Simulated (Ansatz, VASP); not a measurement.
# One calculation of GaAs, two programs

```
CELL_PARAMETERS angstrom
2.77256 2.77256 0.00000
-2.77256 2.77256 0.00000
0.00000 2.77256 2.87943
ATOMIC_POSITIONS crystal
Ga 0.00000 0.00000 0.00000
As 0.75000 0.25000 0.50000
```

Change from the starting cell: film at in-plane strain -0.02.

Alike in both runs: task single point; functional PBEsol; k mesh 8 × 8 × 8; occupations fermi-dirac, width 0.01 eV; non-collinear spin, spin-orbit coupling.

```csv
,VASP,Ansatz
version,VASP 6.6.1,Ansatz 0.2.0
potentials or method,"VASP PAW PBE potentials, release 64 (Ga_d, As), cutoff 520 eV",all-electron LAPW
```

|  | VASP | Ansatz | Ansatz less VASP |
| --- | --- | --- | --- |
| pressure (GPa) | 1.8 | 1.7 | -0.18 |
| traceless stress, the component that is largest in VASP (GPa) | -1.65 | -1.66 | -0.001 |

VASP's potentials were made for PBE, not for PBEsol. Ansatz ran all-electron here, and VASP with PAW potentials.
